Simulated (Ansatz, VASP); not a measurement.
## Al: VASP and Ansatz over several settings

```
Al
1.0
     0.00000    2.05145    2.05145
     2.05145    0.00000    2.05145
     2.05145    2.05145    0.00000
Al
1
Direct
  0.00000 0.00000 0.00000
```

Single points on this cell with VASP 6.6.1 and Ansatz 0.2.0. Each row is one pair of runs.

| level | spin | k mesh | smearing | VASP's potentials, cutoff | Ansatz's potentials, cutoff | gap on the k mesh at the Fermi level (eV), VASP | gap on the k mesh at the Fermi level (eV), Ansatz | pressure (GPa), VASP | pressure (GPa), Ansatz |
| --- | --- | --- | --- | --- | --- | --- | --- | --- | --- |
| PBE exchange alone | off | 11 × 11 × 11 | fermi-dirac, width 0.05 eV | VASP PAW PBE potentials, release 64 (Al), 520 eV | Ansatz PAW, 420 eV | none | none | 6.2 | 6.1 |
| LDA | off | 11 × 11 × 11 | fermi-dirac, width 0.05 eV | VASP PAW LDA potentials, release 64 (Al), 520 eV | JTH PAW LDA, 570 eV | none | none | -6.1 | -6.2 |
| LDA | off | 11 × 11 × 11 | fermi-dirac, width 0.05 eV | VASP PAW LDA potentials, release 64 (Al), 520 eV | Ansatz PAW, 420 eV | none | none | -6.1 | -6.1 |
| PBE+D4 | off | 11 × 11 × 11 | fermi-dirac, width 0.05 eV | VASP PAW PBE potentials, release 64 (Al), 520 eV | Ansatz PAW, 420 eV | none | none | -6.2 | -6.1 |
| r2SCAN+D3(BJ) | off | 11 × 11 × 11 | fermi-dirac, width 0.05 eV | VASP PAW PBE potentials, release 64 (Al), 520 eV | Ansatz PAW, 500 eV | none | none | -7.8 | -7.5 |
| revPBE+D3(BJ) | collinear, typed start | 11 × 11 × 11 | fermi-dirac, width 0.025 eV | VASP PAW PBE potentials, release 64 (Al), 520 eV | SSSP efficiency PAW, 408 eV | none | none | -8.2 | -8.1 |
| BLYP | off | 11 × 11 × 11 | fermi-dirac, width 0.05 eV | VASP PAW PBE potentials, release 64 (Al), 520 eV | Ansatz PAW, 420 eV | none | none | 0.5 | 0.4 |
| r2SCAN0 | off | 6 × 6 × 6 | fermi-dirac, width 0.05 eV | VASP PAW PBE potentials, release 64 (Al), 520 eV | Ansatz PAW, 500 eV | none | none | -5.8 | -5.6 |

Pressure (GPa): the two programs differ by at most 0.25.

A gap of «none» marks a metal or a gap that the smearing closes.

The k mesh is coarse in some rows, so the values compare programs but aren't converged.
